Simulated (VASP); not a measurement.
# C (Fd-3m) in VASP: a series of runs, part 2 of 2

VASP 6.6.1.

## 4. Single point, r2SCAN (volume changed by +3%)

Contents of POSCAR:

```
C
1.0
    0.0000000000      1.7977504955      1.7977504955
    1.7977504955      0.0000000000      1.7977504955
    1.7977504955      1.7977504955      0.0000000000
C
2
Direct
    0.0000000000      0.0000000000      0.0000000000
    0.2500000000      0.2500000000      0.2500000000
```

Contents of INCAR.step1:

```
  PREC = Accurate
  ENCUT = 660
  ISMEAR = 0
  SIGMA = 0.01
  LREAL = False
  LASPH = True
  NELM = 120
  NBANDS = 11
  GGA = PE
  ALGO = Normal
  EDIFF = 1E-5
  LWAVE = True
  LCHARG = False
  GGA_COMPAT = False
```

Contents of INCAR.step2:

```
  PREC = Accurate
  ENCUT = 660
  EDIFF = 1E-6
  ISMEAR = 0
  SIGMA = 0.01
  LREAL = False
  LASPH = True
  NELM = 120
  ALGO = Normal
  ISIF = 2
  LWAVE = False
  LCHARG = False
  METAGGA = R2SCAN
  LMIXTAU = True
  NBANDS = 11
  ISTART = 1
  GGA_COMPAT = False
```

Contents of KPOINTS:

```
regular mesh
0
Gamma
  10 10 10
```

Potentials or basis: VASP PAW PBE potentials, release 64 (C).

The run is started by

```bash
$ cat potpaw_PBE.64/C/POTCAR > POTCAR
$ cp INCAR.step1 INCAR
$ mpirun -np 1 vasp_std > vasp.out
$ cp INCAR.step2 INCAR
$ mpirun -np 1 vasp_std > vasp.out
```

OUTCAR:

```text
PREC = Accurate
   ENCUT = 660
   EDIFF = 1E-6
   ISMEAR = 0
   LREAL = False
   LASPH = True
   NELM = 120
   ISIF = 2
   METAGGA = R2SCAN
   ISTART = 1

 ion  position               nearest neighbor table
   1  0.000  0.000  0.000-   2 1.56   2 1.56   2 1.56   2 1.56
   2  0.250  0.250  0.250-   1 1.56   1 1.56   1 1.56   1 1.56

  LATTYP: Found a face centered cubic cell.
 ALAT       =     3.5955009910

  Lattice vectors:

 A1 = (   0.0000000000,   1.7977504955,   1.7977504955)
 A2 = (   1.7977504955,   0.0000000000,   1.7977504955)
 A3 = (   1.7977504955,   1.7977504955,   0.0000000000)

Analysis of symmetry for initial positions (statically):
=====================================================================
 Subroutine PRICEL returns:
 Original cell was already a primitive cell.

 Routine SETGRP: Setting up the symmetry group for a
 face centered cubic supercell.

 Subroutine GETGRP returns: Found 48 space group operations
 (whereof 24 operations were pure point group operations)
 out of a pool of 48 trial point group operations.

The static configuration has the point symmetry T_d .
 The point group associated with its full space group is O_h .

Analysis of symmetry for dynamics (positions and initial velocities):
=====================================================================
 Subroutine PRICEL returns:
 Original cell was already a primitive cell.

 Routine SETGRP: Setting up the symmetry group for a
 face centered cubic supercell.

 Subroutine GETGRP returns: Found 48 space group operations
 (whereof 24 operations were pure point group operations)
 out of a pool of 48 trial point group operations.

The dynamic configuration has the point symmetry T_d .
 The point group associated with its full space group is O_h .

 Subroutine INISYM returns: Found 48 space group operations
 (whereof 24 operations are pure point group operations),
 and found     1 'primitive' translations

----------------------------------------------------------------------------------------

                                     Primitive cell

  volume of cell :      11.6203

  direct lattice vectors                    reciprocal lattice vectors
     0.000000000  1.797750496  1.797750496    -0.278125358  0.278125358  0.278125358
     1.797750496  0.000000000  1.797750496     0.278125358 -0.278125358  0.278125358
     1.797750496  1.797750496  0.000000000     0.278125358  0.278125358 -0.278125358

  length of vectors
     2.542403132  2.542403132  2.542403132     0.481727251  0.481727251  0.481727251

  position of ions in fractional coordinates (direct lattice)
     0.000000000  0.000000000  0.000000000
     0.250000000  0.250000000  0.250000000

  ion indices of the primitive-cell ions
   primitive index   ion index
                 1           1
                 2           2

----------------------------------------------------------------------------------------

 KPOINTS: regular mesh

Automatic generation of k-mesh.
 Grid dimensions read from file:
 generate k-points for:   10   10   10

 Generating k-lattice:

  Cartesian coordinates                     Fractional coordinates (reciprocal lattice)
    -0.027812536  0.027812536  0.027812536     0.100000000  0.000000000  0.000000000
     0.027812536 -0.027812536  0.027812536     0.000000000  0.100000000  0.000000000
     0.027812536  0.027812536 -0.027812536     0.000000000  0.000000000  0.100000000

  Length of vectors
     0.048172725  0.048172725  0.048172725

  Shift w.r.t. Gamma in fractional coordinates (k-lattice)
     0.000000000  0.000000000  0.000000000

 Subroutine IBZKPT returns following result:
 ===========================================

 Found     47 irreducible k-points:

 Following reciprocal coordinates:
            Coordinates               Weight
  0.000000  0.000000  0.000000      1.000000
  0.100000  0.000000  0.000000      8.000000
  0.200000  0.000000  0.000000      8.000000
  0.300000  0.000000  0.000000      8.000000
  0.400000  0.000000  0.000000      8.000000
  0.500000  0.000000  0.000000      4.000000
[... 16 lines left out ...]
  0.300000  0.300000  0.000000      6.000000
  0.400000  0.300000  0.000000     24.000000
 [... further k-points ...]
   k-points           NKPTS =     47   k-points in BZ     NKDIM =     47   number of bands    NBANDS=     11
   number of dos      NEDOS =    301   number of ions     NIONS =      2
   total plane-waves  NPLWV =  13824
   dimension x,y,z NGX =    24 NGY =   24 NGZ =   24
   dimension x,y,z NGXF=    48 NGYF=   48 NGZF=   48
   ions per type =               2
   NGX,Y,Z   is equivalent  to a cutoff of  15.69, 15.69, 15.69 a.u.
   NGXF,Y,Z  is equivalent  to a cutoff of  31.39, 31.39, 31.39 a.u.
 SYSTEM =  unknown system
   PREC   = accura    normal or accurate (medium, high low for compatibility)
   ISTART =      1    job   : 0-new  1-cont  2-samecut
   ICHARG =      0    charge: 1-file 2-atom 10-const
   ISPIN  =      1    spin polarized calculation?
   LNONCOLLINEAR =      F non collinear calculations
   LSORBIT =      F    spin-orbit coupling
   LASPH  =      T    aspherical Exc in radial PAW
   ENCUT  =  660.0 eV  48.51 Ry    6.96 a.u.   5.33  5.33  5.33*2*pi/ulx,y,z
   NELM   =    120;   NELMIN=  2; NELMDL=  0     # of ELM steps
   EDIFF  = 0.1E-05   stopping-criterion for ELM
   LREAL  =      F    real-space projection
   EDIFFG = 0.1E-04   stopping-criterion for IOM
   NSW    =      0    number of steps for IOM
   IBRION =     -1    ionic relax: 0-MD 1-quasi-New 2-CG
   NFREE  =      0    steps in history (QN), initial steepest desc. (CG)
   ISIF   =      2    stress and relaxation
   ISYM   =      2    0-nonsym 1-usesym 2-fastsym
   POTIM  = 0.5000    time-step for ionic-motion
   TEBEG  =    0.0;   TEEND  =   0.0 temperature during run
   PSTRESS=    0.0 pullay stress
   NELECT =       8.0000    total number of electrons
   NUPDOWN=      -1.0000    fix difference up-down
   EMIN   =  10.00;   EMAX   =-10.00  energy-range for DOS
   EFERMI =   0.00;   METHOD = LEGACY
   ISMEAR =     0;   SIGMA  =   0.01  broadening in eV -4-tet -1-fermi 0-gaus
   EFERMI_NEDOS =   21; number of points for ismear=-14 and -15
   IALGO  =     38    algorithm
   IMIX   =      4    mixing-type and parameters
     AMIX     =   0.40;   BMIX     =  1.00
     AMIX_MAG =   1.60;   BMIX_MAG =  1.00
  volume/ion in A,a.u.               =       5.81        39.21
  Fermi-wavevector in a.u.,A,eV,Ry     =   1.445547  2.731687 28.430799  2.089605
  Thomas-Fermi vector in A             =   2.563716
   LORBIT       =      0    0 simple, 1 ext, 2 COOP (PROOUT), +10 PAW based schemes
   METAGGA = R2SCAN    functional components
   LHFCALC =     F    Hartree Fock is set to
   AEXX    =    0.0000 exact exchange contribution
   IVDW    =     0    specifies the selected vdW correction
   LEPSILON=     F    determine dielectric tensor
   LRPA    =     F    only Hartree local field effects (RPA)
 non-spin polarized calculation
 Gauss-broadening in eV      SIGMA  =   0.01
  energy-cutoff  :      660.00
  volume of cell :       11.62
 maximum number of plane-waves:       459
 NGX is ok and might be reduce to    24
   NGX = 11   NGY = 11   NGZ = 11

 number of electron       8.0000000 magnetization

 Free energy of the ion-electron system (eV)
  ---------------------------------------------------
  ext. energy  EPLUGINS =         0.00000000
  ---------------------------------------------------
  free energy    TOTEN  =       -19.65719687 eV

  energy without entropy =      -19.65719687  energy(sigma->0) =      -19.65719687

 E-fermi :   9.4942     XC(G=0): -14.1250

 val. band max:        9.3630184398   @ k =   0.0000   0.0000   0.0000
 cond. band min:      13.6782288685   @ k =   0.4000   0.4000   0.0000
 fundamental gap:      4.3152104287
 Fermi energy:         9.4941867948

 k-point     1 :       0.0000    0.0000    0.0000
  band No.  band energies     occupation
      1     -13.0004      2.00000
      2       9.3630      2.00000
      3       9.3630      2.00000
      4       9.3630      2.00000
      5      15.1321      0.00000
      6      15.1321      0.00000
      7      15.1321      0.00000
      8      22.6066      0.00000
      9      29.4313      0.00000
     10      36.4870      0.00000
     11      36.4870      0.00000
[... 309 lines left out ...]
 k-point    24 :       0.4000    0.3000    0.0000
  band No.  band energies     occupation
      1      -8.2892      2.00000
      2       0.8189      2.00000
      3       3.1832      2.00000
      4       3.8246      2.00000
      5      14.3152      0.00000
      6      17.6832      0.00000
      7      23.9956      0.00000
      8      24.0179      0.00000
      9      31.8092      0.00000
     10      33.2532      0.00000
     11      41.0259      0.00000

 [... further k-points ...]
[... 5 lines left out ...]
  --------------------------------------------------------------------------------------
  -------------------------------------------------------------------------------------
  Total       -0.9076491     -0.9076491     -0.9076491      0.0000000     -0.0000000      0.0000000
  in kB     -125.1440755   -125.1440755   -125.1440755      0.0000000     -0.0000000      0.0000000
  external PRESSURE =    -125.1440755 kB  Pullay stress =       0.0000000 kB

 VOLUME and BASIS-vectors are now :
 -----------------------------------------------------------------------------
  energy-cutoff  :      660.00
  volume of cell :       11.62
      direct lattice vectors                 reciprocal lattice vectors
     0.000000000  1.797750496  1.797750496    -0.278125358  0.278125358  0.278125358
     1.797750496  0.000000000  1.797750496     0.278125358 -0.278125358  0.278125358
     1.797750496  1.797750496  0.000000000     0.278125358  0.278125358 -0.278125358

 POSITION                                       TOTAL-FORCE (eV/Angst)
 -----------------------------------------------------------------------------------
      0.00000      0.00000      0.00000        -0.000000      0.000000      0.000000
      0.89888      0.89888      0.89888         0.000000     -0.000000     -0.000000
 -----------------------------------------------------------------------------------
    total drift:                               -0.000000      0.000000      0.000000

  FREE ENERGIE OF THE ION-ELECTRON SYSTEM (eV)
  ---------------------------------------------------
  free  energy   TOTEN  =       -19.6571968662 eV

  energy  without entropy=      -19.6571968662  energy(sigma->0) =      -19.65719687
```

Wall time 42 s (1 thread of Intel Xeon 8259CL, shared host); peak memory 0.14 GiB.

What came out:

| Item | Value |
| --- | --- |
| Free energy | -19.6572 eV |
| Pressure | -12.5 GPa |
| Band gap on the k mesh | 4.32 eV, indirect (least direct gap 5.77 eV) |

Levels at points of the mesh, in eV from the valence-band top:
| k point | band 2 | band 3 | band 4 | band 5 | band 6 | band 7 |
| --- | --- | --- | --- | --- | --- | --- |
| (0.00, 0.00, 0.00) | 0.00 | 0.00 | 0.00 | 5.77 | 5.77 | 5.77 |
| (0.50, 0.00, 0.00) | -13.77 | -2.91 | -2.91 | 8.77 | 8.77 | 8.79 |
| (0.50, 0.50, 0.00) | -13.41 | -6.51 | -6.51 | 4.95 | 4.95 | 17.49 |

Caveat: the cell differs from its parent crystal (volume changed by +3%); the PAW data sets were made with another functional, which shifts forces and pressure a little.

## 5. Single point, r2SCAN (volume changed by +6%)

Contents of POSCAR:

```
C
1.0
    0.0000000000      1.8150376185      1.8150376185
    1.8150376185      0.0000000000      1.8150376185
    1.8150376185      1.8150376185      0.0000000000
C
2
Direct
    0.0000000000      0.0000000000      0.0000000000
    0.2500000000      0.2500000000      0.2500000000
```

Contents of INCAR.step1:

```
SYSTEM = C
PREC = Accurate ; ENCUT = 660
ISMEAR = 0 ; SIGMA = 0.01
LREAL = .False. ; LASPH = .True.
NELM = 120 ; NBANDS = 11
GGA = PE ; ALGO = Normal
EDIFF = 1E-5 ; LWAVE = .True.
LCHARG = .False. ; GGA_COMPAT = .False.
```

Contents of INCAR.step2:

```
SYSTEM = C
PREC = Accurate ; ENCUT = 660
EDIFF = 1E-6 ; ISMEAR = 0
SIGMA = 0.01 ; LREAL = .False.
LASPH = .True. ; NELM = 120
ALGO = Normal ; ISIF = 2
LWAVE = .False. ; LCHARG = .True.
METAGGA = R2SCAN ; LMIXTAU = .True.
LELF = .True. ; LVHAR = .True.
NBANDS = 11 ; ISTART = 1
GGA_COMPAT = .False.
```

Contents of KPOINTS:

```
regular mesh
0
Gamma
  10 10 10
  0 0 0
```

The run is started by

```bash
$ cat potpaw_PBE.64/C/POTCAR > POTCAR
$ cp INCAR.step1 INCAR
$ mpirun -np 1 vasp_std > vasp.out
$ cp INCAR.step2 INCAR
$ mpirun -np 1 vasp_std > vasp.out
```

It took 40 s on 1 thread of Intel Xeon 8259CL, shared host; peak memory 0.13 GiB.

The run converged. Its results:

```yaml
Free_energy: -19.6203 eV
Pressure: -23.5 GPa
Band_gap_on_the_k_mesh: 4.25 eV, indirect (least direct gap 5.69 eV)
```

Levels at points of the mesh, in eV from the valence-band top:
| k point | band 1 | band 2 | band 3 | band 4 | band 5 | band 6 | band 7 | band 8 | band 9 |
| --- | --- | --- | --- | --- | --- | --- | --- | --- | --- |
| (0.00, 0.00, 0.00) | -21.98 | 0.00 | 0.00 | 0.00 | 5.69 | 5.69 | 5.69 | 12.57 | 19.68 |
| (0.50, 0.00, 0.00) | -16.33 | -13.46 | -2.84 | -2.84 | 8.40 | 8.65 | 8.65 | 16.17 | 22.41 |
| (0.50, 0.50, 0.00) | -13.21 | -13.21 | -6.33 | -6.33 | 4.88 | 4.88 | 17.05 | 17.05 | 23.60 |

Caveat: the cell differs from its parent crystal (volume changed by +6%); the PAW data sets were made with another functional, which shifts forces and pressure a little. A k mesh can miss the band edges.

## 6. Single point, r2SCAN

This run uses another cell than the first one, of 5.64 Å³/atom, 1.031 times its volume.

Contents of POSCAR:

```
C
1.0
    0.0000000000      1.7801243556      1.7801243556
    1.7801243556      0.0000000000      1.7801243556
    1.7801243556      1.7801243556      0.0000000000
C
2
Direct
    0.0000000000      0.0000000000      0.0000000000
    0.2500000000      0.2500000000      0.2500000000
```

Contents of INCAR.step1:

```
SYSTEM = C
PREC = Accurate ; ENCUT = 660
ISMEAR = 0 ; SIGMA = 0.01
LREAL = .FALSE. ; LASPH = .TRUE.
NELM = 120 ; NBANDS = 11
GGA = PE ; ALGO = Normal
EDIFF = 1E-5 ; LWAVE = .TRUE.
LCHARG = .FALSE. ; GGA_COMPAT = .FALSE.
```

Contents of INCAR.step2:

```
SYSTEM = C
PREC = Accurate ; ENCUT = 660
EDIFF = 1E-6 ; ISMEAR = 0
SIGMA = 0.01 ; LREAL = .FALSE.
LASPH = .TRUE. ; NELM = 120
ALGO = Normal ; ISIF = 2
LWAVE = .FALSE. ; LCHARG = .FALSE.
METAGGA = R2SCAN ; LMIXTAU = .TRUE.
NBANDS = 11 ; ISTART = 1
GGA_COMPAT = .FALSE.
```

Contents of KPOINTS:

```
Automatic mesh
0
G
  12 12 12
  0 0 0
```

Potentials or basis: VASP PAW PBE potentials, release 64 (C).

The run is started by

```bash
$ cat potpaw_PBE.64/C/POTCAR > POTCAR
$ cp INCAR.step1 INCAR
$ mpirun -np 1 vasp_std > vasp.out
$ cp INCAR.step2 INCAR
$ mpirun -np 1 vasp_std > vasp.out
```

It took 60 s on 1 thread of Intel Xeon 8259CL, shared host; peak memory 0.14 GiB.

It converged, with:

```
Free energy            : -19.6692 eV
Pressure               : 0.1 GPa
Band gap on the k mesh : 4.36 eV, indirect (least direct gap 5.85 eV)
```

Levels at points of the mesh, in eV from the valence-band top:
```csv
k point,band 1,band 2,band 3,band 4,band 5,band 6,band 7,band 8,band 9
"(0.00, 0.00, 0.00)",-22.77,0.00,0.00,0.00,5.85,5.85,5.85,13.95,20.47
"(0.50, 0.00, 0.00)",-16.79,-14.11,-2.99,-2.99,8.90,8.90,9.20,16.75,23.29
"(0.50, 0.50, 0.00)",-13.63,-13.63,-6.69,-6.69,5.01,5.01,17.96,17.96,24.72
```

Caveat: the PAW data sets were made with another functional, which shifts forces and pressure a little. r2SCAN opens gaps a little over a GGA but as a rule still falls short of measured ones.

## 7. Overview

| cell | k mesh | gap on the mesh (eV) | pressure (GPa) |
| --- | --- | --- | --- |
| a = 2.492 Å, angles 60.0°, 2 atoms | 10 × 10 × 10 | 4.45 | 14.7 |
| a = 2.517 Å, angles 60.0°, 2 atoms | 10 × 10 × 10 | 4.38 | 0.1 |
| a = 2.542 Å, angles 60.0°, 2 atoms | 10 × 10 × 10 | 4.32 | -12.5 |
| a = 2.567 Å, angles 60.0°, 2 atoms | 10 × 10 × 10 | 4.25 | -23.5 |
| a = 2.517 Å, angles 60.0°, 2 atoms | 12 × 12 × 12 | 4.36 | 0.1 |

Alike in all rows: task single point; level r2SCAN; potentials or basis VASP PAW PBE potentials, release 64 (C); no spin polarisation; cutoff (eV) 660; smearing gaussian 0.01 eV.

Caveats: the PAW data sets were made with another functional, which shifts forces and pressure a little.

Absolute energies hang on the potentials; compare differences alone.
